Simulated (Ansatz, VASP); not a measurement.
**Two plane-wave programs on Si2Mo**

Contents of INCAR:

```
SYSTEM = Si2Mo
  ALGO = Normal
  EDIFF = 1E-7
  ENCUT = 520
  GGA = PE
  ISIF = 2
  ISMEAR = 0
  LASPH = .TRUE.
  LCHARG = .TRUE.
  LELF = .TRUE.
  LREAL = .FALSE.
  LVHAR = .TRUE.
  LWAVE = .FALSE.
  NBANDS = 56
  NELM = 80
  PREC = Accurate
  SIGMA = 0.15
```

File KPOINTS:

```
k-points
0
G
  14 14 3
  0 0 0
```

File POSCAR:

```
Si2Mo
1.0
   -3.2168473663      0.0000000000      0.0000000000
    0.0000000000     -3.2168473663      0.0000000000
    0.0000000000      0.0000000000     20.2460400265
Si Mo
8 4
Direct
    0.5000000000      0.5000000000      0.1623905899
    1.0000000000      1.0000000000      0.7456913245
    0.5000000000      0.5000000000      0.5512577463
    1.0000000000      1.0000000000      0.3568241681
    0.5000000000      0.5000000000      0.2906396473
    1.0000000000      1.0000000000      0.0962060691
    0.5000000000      0.5000000000      0.6795068037
    1.0000000000      1.0000000000      0.4850732255
    0.0000000000      0.0000000000      0.2265151186
    0.5000000000      0.5000000000      0.0320815404
    0.0000000000      0.0000000000      0.6153822750
    0.5000000000      0.5000000000      0.4209486968
```

Input for Ansatz:

```yaml
crystal:
  lattice:
    - [-3.2168473663, 0.0, 0.0]
    - [0.0, -3.2168473663, 0.0]
    - [0.0, 0.0, 20.2460400265]
  atoms:
    - { symbol: Si, position: [0.5, 0.5, 0.1623905899] }
    - { symbol: Si, position: [1.0, 1.0, 0.7456913245] }
    - { symbol: Si, position: [0.5, 0.5, 0.5512577463] }
    - { symbol: Si, position: [1.0, 1.0, 0.3568241681] }
    - { symbol: Si, position: [0.5, 0.5, 0.2906396473] }
    - { symbol: Si, position: [1.0, 1.0, 0.0962060691] }
    - { symbol: Si, position: [0.5, 0.5, 0.6795068037] }
    - { symbol: Si, position: [1.0, 1.0, 0.4850732255] }
    - { symbol: Mo, position: [0.0, 0.0, 0.2265151186] }
    - { symbol: Mo, position: [0.5, 0.5, 0.0320815404] }
    - { symbol: Mo, position: [0.0, 0.0, 0.615382275] }
    - { symbol: Mo, position: [0.5, 0.5, 0.4209486968] }
basis:
  ecutwfc: 420
kpoints:
  mp_grid: { grid: [14, 14, 3] }
hamiltonian:
  xc: pbe
scf:
  occupations: { method: gaussian, width: 0.15 }
output:
  forces: true
  stress: true
  eigenvalues: true
```

Alike in both runs: task single point; functional PBE; k mesh 14 × 14 × 3; occupations gaussian, width 0.15 eV; no spin polarisation.

|  | VASP | Ansatz |
| --- | --- | --- |
| version | VASP 6.6.1 | Ansatz 0.2.0 |
| potentials or method | VASP PAW PBE potentials, release 64 (Si, Mo_sv), cutoff 520 eV | scalar-relativistic, plane waves, PAW |
| valence electrons in the cell | 88 | 88 |

```csv
,VASP,Ansatz,Ansatz less VASP
gap on the k mesh at the Fermi level (eV),none,none,-
pressure (GPa),-2.8,-2.9,-0.09
"traceless stress, the component that is largest in VASP (GPa)",2.07,2.09,+0.020
rms of the force components (eV/Å),0.367,0.368,+0.0010
```

Atom by atom the forces differ by 0.003 eV/Å (rms over components). A gap of «none» marks a metal or a gap that the smearing closes.
